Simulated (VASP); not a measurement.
# Co (Fm-3m) in VASP: a series of runs

The runs below take Co through single point, with PBEsol.

All numbers are computed with VASP 6.6.1; they aren't measurements. Logs are shortened: lines on timing, memory, paths and dates and some standing lists are left out, and cuts for length are marked.

**1. The cell of the first run**

It takes space group Fm-3m (No. 225, cubic). Conventional cell: a = 3.470 Å, b = 3.470 Å, c = 3.470 Å, α = 90.00°, β = 90.00°, γ = 90.00°. Within 3.2 Å of Co (site symmetry m-3m) lie 12 Co at 2.45 Å.

This isn't the form of Co at room conditions, which is hcp.

**2. Single point, PBEsol, collinear spin, ferromagnetic start**

Input file INCAR:

```
PREC = Accurate ; ENCUT = 520
EDIFF = 1E-6 ; ISMEAR = -1
SIGMA = 0.05 ; LREAL = False
LASPH = True ; NELM = 150
ALGO = Normal ; ISIF = 2
LWAVE = False ; LCHARG = False
ISPIN = 2 ; MAGMOM = 1.7
LORBIT = 11 ; LMAXMIX = 4
GGA = PS ; NBANDS = 14
```

Input file KPOINTS:

```
Automatic mesh
0
Gamma
  15 15 15
```

Input file POSCAR:

```
Co
1.0
    0.0000000000      1.7348701647      1.7348701647
    1.7348701647      0.0000000000      1.7348701647
    1.7348701647      1.7348701647      0.0000000000
Co
1
Direct
    0.0000000000      0.0000000000      0.0000000000
```

Potentials or basis: VASP PAW PBE potentials, release 64 (Co).

Started as:

```console
> cat potpaw_PBE.64/Co/POTCAR > POTCAR
> mpirun -np 1 vasp_std > vasp.out
```

OUTCAR:

```text
PREC = Accurate
   ENCUT = 520
   EDIFF = 1E-6
   ISMEAR = -1
   LREAL = False
   LASPH = True
   NELM = 150
   ISIF = 2
   ISPIN = 2
   LORBIT = 11
   GGA = PS

 ion  position               nearest neighbor table
   1  0.000  0.000  0.000-

  LATTYP: Found a face centered cubic cell.
 ALAT       =     3.4697403294

  Lattice vectors:

 A1 = (   0.0000000000,   1.7348701647,   1.7348701647)
 A2 = (   1.7348701647,   0.0000000000,   1.7348701647)
 A3 = (   1.7348701647,   1.7348701647,   0.0000000000)

Analysis of symmetry for initial positions (statically):
=====================================================================
 Subroutine PRICEL returns:
 Original cell was already a primitive cell.

 Routine SETGRP: Setting up the symmetry group for a
 face centered cubic supercell.

 Subroutine GETGRP returns: Found 48 space group operations
 (whereof 48 operations were pure point group operations)
 out of a pool of 48 trial point group operations.

The static configuration has the point symmetry O_h .

Analysis of symmetry for dynamics (positions and initial velocities):
=====================================================================
 Subroutine PRICEL returns:
 Original cell was already a primitive cell.

 Routine SETGRP: Setting up the symmetry group for a
 face centered cubic supercell.

 Subroutine GETGRP returns: Found 48 space group operations
 (whereof 48 operations were pure point group operations)
 out of a pool of 48 trial point group operations.

The dynamic configuration has the point symmetry O_h .

Analysis of structural, dynamic, and magnetic symmetry:
=====================================================================
 Subroutine PRICEL returns:
 Original cell was already a primitive cell.

 Routine SETGRP: Setting up the symmetry group for a
 face centered cubic supercell.

 Subroutine GETGRP returns: Found 48 space group operations
 (whereof 48 operations were pure point group operations)
 out of a pool of 48 trial point group operations.

The overall configuration has the point symmetry O_h .

 Subroutine INISYM returns: Found 48 space group operations
 (whereof 48 operations are pure point group operations),
 and found     1 'primitive' translations

----------------------------------------------------------------------------------------

                                     Primitive cell

  volume of cell :      10.4431

  direct lattice vectors                    reciprocal lattice vectors
     0.000000000  1.734870165  1.734870165    -0.288206005  0.288206005  0.288206005
     1.734870165  0.000000000  1.734870165     0.288206005 -0.288206005  0.288206005
     1.734870165  1.734870165  0.000000000     0.288206005  0.288206005 -0.288206005

  length of vectors
     2.453476916  2.453476916  2.453476916     0.499187444  0.499187444  0.499187444

  position of ions in fractional coordinates (direct lattice)
     0.000000000  0.000000000  0.000000000

  ion indices of the primitive-cell ions
   primitive index   ion index
                 1           1

----------------------------------------------------------------------------------------

 KPOINTS: Automatic mesh

Automatic generation of k-mesh.
 Grid dimensions read from file:
 generate k-points for:   15   15   15

 Generating k-lattice:

  Cartesian coordinates                     Fractional coordinates (reciprocal lattice)
    -0.019213734  0.019213734  0.019213734     0.066666667  0.000000000  0.000000000
     0.019213734 -0.019213734  0.019213734     0.000000000  0.066666667  0.000000000
     0.019213734  0.019213734 -0.019213734     0.000000000  0.000000000  0.066666667

  Length of vectors
     0.033279163  0.033279163  0.033279163

  Shift w.r.t. Gamma in fractional coordinates (k-lattice)
     0.000000000  0.000000000  0.000000000

 Subroutine IBZKPT returns following result:
 ===========================================

 Found    120 irreducible k-points:

 Following reciprocal coordinates:
            Coordinates               Weight
  0.000000  0.000000  0.000000      1.000000
  0.066667  0.000000  0.000000      8.000000
  0.133333  0.000000  0.000000      8.000000
  0.200000  0.000000  0.000000      8.000000
  0.266667  0.000000  0.000000      8.000000
  0.333333  0.000000  0.000000      8.000000
[... 16 lines left out ...]
  0.133333  0.133333  0.000000      6.000000
  0.200000  0.133333  0.000000     24.000000
 [... further k-points ...]
   k-points           NKPTS =    120   k-points in BZ     NKDIM =    120   number of bands    NBANDS=     14
   number of dos      NEDOS =    301   number of ions     NIONS =      1
   total plane-waves  NPLWV =   5832
   dimension x,y,z NGX =    18 NGY =   18 NGZ =   18
   dimension x,y,z NGXF=    36 NGYF=   36 NGZF=   36
   ions per type =               1
   NGX,Y,Z   is equivalent  to a cutoff of  12.20, 12.20, 12.20 a.u.
   NGXF,Y,Z  is equivalent  to a cutoff of  24.39, 24.39, 24.39 a.u.
 SYSTEM =  unknown system
   PREC   = accura    normal or accurate (medium, high low for compatibility)
   ISTART =      0    job   : 0-new  1-cont  2-samecut
   ICHARG =      2    charge: 1-file 2-atom 10-const
   ISPIN  =      2    spin polarized calculation?
   LNONCOLLINEAR =      F non collinear calculations
   LSORBIT =      F    spin-orbit coupling
   LASPH  =      T    aspherical Exc in radial PAW
   ENCUT  =  520.0 eV  38.22 Ry    6.18 a.u.   4.56  4.56  4.56*2*pi/ulx,y,z
   NELM   =    150;   NELMIN=  2; NELMDL= -5     # of ELM steps
   EDIFF  = 0.1E-05   stopping-criterion for ELM
   LREAL  =      F    real-space projection
[... 7 lines left out ...]
   TEBEG  =    0.0;   TEEND  =   0.0 temperature during run
   PSTRESS=    0.0 pullay stress
   NELECT =       9.0000    total number of electrons
   NUPDOWN=      -1.0000    fix difference up-down
   EMIN   =  10.00;   EMAX   =-10.00  energy-range for DOS
   EFERMI =   0.00;   METHOD = LEGACY
   ISMEAR =    -1;   SIGMA  =   0.05  broadening in eV -4-tet -1-fermi 0-gaus
   EFERMI_NEDOS =   21; number of points for ismear=-14 and -15
   IALGO  =     38    algorithm
   IMIX   =      4    mixing-type and parameters
     AMIX     =   0.40;   BMIX     =  1.00
     AMIX_MAG =   1.60;   BMIX_MAG =  1.00
  volume/ion in A,a.u.               =      10.44        70.47
  Fermi-wavevector in a.u.,A,eV,Ry     =   1.557921  2.944043 33.022932  2.427117
  Thomas-Fermi vector in A             =   2.661501
   LORBIT       =     11    0 simple, 1 ext, 2 COOP (PROOUT), +10 PAW based schemes
   GGA     = PS    functional components
   LHFCALC =     F    Hartree Fock is set to
   AEXX    =    0.0000 exact exchange contribution
   IVDW    =     0    specifies the selected vdW correction
   LEPSILON=     F    determine dielectric tensor
   LRPA    =     F    only Hartree local field effects (RPA)
 spin polarized calculation
  energy-cutoff  :      520.00
  volume of cell :       10.44
 maximum number of plane-waves:       295
   NGX =  9   NGY =  9   NGZ =  9

 number of electron       8.9999991 magnetization       1.6278871

 Free energy of the ion-electron system (eV)
  ---------------------------------------------------
  ext. energy  EPLUGINS =         0.00000000
  ---------------------------------------------------
  free energy    TOTEN  =        -7.71955085 eV

  energy without entropy =       -7.70970269  energy(sigma->0) =       -7.71462677

 E-fermi :  10.7083     XC(G=0): -13.8069

 val. band max:       10.6744387722   @ k =  -0.3333   0.3333   0.1333
 cond. band min:      10.7100613826   @ k =  -0.2667   0.3333   0.1333
 fundamental gap:      0.0356226103
 Fermi energy:        10.7082543825

 spin component 1

 k-point     1 :       0.0000    0.0000    0.0000
  band No.  band energies     occupation
      1       1.4095      1.00000
      2       7.9430      1.00000
      3       7.9430      1.00000
      4       7.9430      1.00000
      5       9.0950      1.00000
      6       9.0950      1.00000
      7      34.0135      0.00000
      8      38.6608      0.00000
      9      38.6608      0.00000
     10      38.6608      0.00000
     11      42.0304      0.00000
     12      42.0304      0.00000
     13      42.0304      0.00000
     14      44.3762      0.00000

 k-point     2 :       0.0667    0.0000    0.0000
  band No.  band energies     occupation
      1       1.5916      1.00000
      2       7.8897      1.00000
      3       7.9882      1.00000
      4       7.9882      1.00000
      5       9.0755      1.00000
      6       9.0755      1.00000
      7      33.6346      0.00000
      8      36.7132      0.00000
      9      38.3734      0.00000
     10      38.3734      0.00000
     11      42.4774      0.00000
     12      42.4774      0.00000
     13      42.7840      0.00000
     14      45.8908      0.00000
[... 343 lines left out ...]
      1       2.3550      1.00000
      2       7.5681      1.00000
      3       8.2458      1.00000
      4       8.2458      1.00000
      5       8.7636      1.00000
      6       9.2297      1.00000
      7      33.0324      0.00000
      8      34.8070      0.00000
      9      34.8070      0.00000
     10      35.4176      0.00000
     11      43.4384      0.00000
     12      45.0966      0.00000
     13      45.5021      0.00000
     14      45.5021      0.00000

 k-point    24 :       0.2000    0.1333    0.0000
  band No.  band energies     occupation
      1       2.9613      1.00000
      2       7.3870      1.00000
      3       8.3255      1.00000
      4       8.3876      1.00000
      5       8.7305      1.00000
      6       9.3092      1.00000
      7      30.9111      0.00000
      8      33.5510      0.00000
      9      33.7063      0.00000
     10      35.9785      0.00000
     11      41.7556      0.00000
     12      44.9195      0.00000
     13      46.3913      0.00000
     14      46.9553      0.00000

 [... further k-points ...]

 spin component 2

 k-point     1 :       0.0000    0.0000    0.0000
  band No.  band energies     occupation
      1       1.5004      1.00000
      2       9.5161      1.00000
      3       9.5161      1.00000
      4       9.5161      1.00000
      5      11.0069      0.00254
      6      11.0069      0.00254
      7      33.8255      0.00000
      8      38.8394      0.00000
      9      38.8394      0.00000
     10      38.8394      0.00000
     11      42.4240      0.00000
     12      42.4240      0.00000
     13      42.4240      0.00000
     14      44.2549      0.00000

 k-point     2 :       0.0667    0.0000    0.0000
  band No.  band energies     occupation
      1       1.6832      1.00000
      2       9.4486      1.00000
      3       9.5655      1.00000
      4       9.5655      1.00000
      5      10.9829      0.00410
      6      10.9829      0.00410
      7      33.5460      0.00000
      8      36.8711      0.00000
      9      38.6027      0.00000
     10      38.6027      0.00000
     11      42.8110      0.00000
     12      42.8110      0.00000
     13      42.9371      0.00000
     14      46.0883      0.00000
[... 343 lines left out ...]
      1       2.4531      1.00000
      2       9.0777      1.00000
      3       9.8390      1.00000
      4       9.8390      1.00000
      5      10.6084      0.88042
      6      11.1551      0.00013
      7      33.0942      0.00000
      8      35.1719      0.00000
      9      35.1719      0.00000
     10      35.4566      0.00000
     11      44.1978      0.00000
     12      45.3109      0.00000
     13      45.6188      0.00000
     14      45.6188      0.00000

 k-point    24 :       0.2000    0.1333    0.0000
  band No.  band energies     occupation
      1       3.0721      1.00000
      2       8.8594      1.00000
      3       9.9551      1.00000
      4       9.9989      1.00000
      5      10.5087      0.98186
      6      11.2331      0.00003
      7      31.2262      0.00000
      8      33.6439      0.00000
      9      34.0880      0.00000
     10      36.1477      0.00000
     11      42.4696      0.00000
     12      45.0945      0.00000
     13      46.4729      0.00000
     14      47.2968      0.00000

 [... further k-points ...]

------------------------ aborting loop because EDIFF is reached ----------------------------------------

  FORCE on cell =-STRESS in cart. coord.  units (eV):
  Direction    XX          YY          ZZ          XY          YZ          ZX
  --------------------------------------------------------------------------------------
  -------------------------------------------------------------------------------------
  Total       -0.0614401     -0.0614401     -0.0614401     -0.0000000     -0.0000000      0.0000000
  in kB       -9.4260840     -9.4260840     -9.4260840     -0.0000000     -0.0000000      0.0000000
  external PRESSURE =      -9.4260840 kB  Pullay stress =       0.0000000 kB

 VOLUME and BASIS-vectors are now :
 -----------------------------------------------------------------------------
  energy-cutoff  :      520.00
  volume of cell :       10.44
      direct lattice vectors                 reciprocal lattice vectors
     0.000000000  1.734870165  1.734870165    -0.288206005  0.288206005  0.288206005
     1.734870165  0.000000000  1.734870165     0.288206005 -0.288206005  0.288206005
     1.734870165  1.734870165  0.000000000     0.288206005  0.288206005 -0.288206005

 POSITION                                       TOTAL-FORCE (eV/Angst)
 -----------------------------------------------------------------------------------
      0.00000      0.00000      0.00000         0.000000      0.000000      0.000000
 -----------------------------------------------------------------------------------
    total drift:                                0.000000     -0.000000     -0.000000

  FREE ENERGIE OF THE ION-ELECTRON SYSTEM (eV)
  ---------------------------------------------------
  free  energy   TOTEN  =        -7.7195508538 eV

  energy  without entropy=       -7.7097026947  energy(sigma->0) =       -7.71462677

 total charge

# of ion       s       p       d       tot
------------------------------------------
    1        0.508   0.562   7.277   8.347

 magnetization (x)

# of ion       s       p       d       tot
------------------------------------------
    1       -0.013  -0.047   1.693   1.634
```

It took 69 s on 1 thread of Intel Xeon 8259CL, shared host; peak memory 0.14 GiB.

Results:

```
Free energy                                           : -7.7196 eV
Pressure                                              : -0.9 GPa
Net moment                                            : 1.63 μB per cell
Site moments                                          : Co +1.63 μB
Valence electrons inside the program's atomic spheres : Co 8.35
```

Caveat: the PAW data sets were made with another functional, which shifts forces and pressure a little.

(Continued in part 2 of 2.)
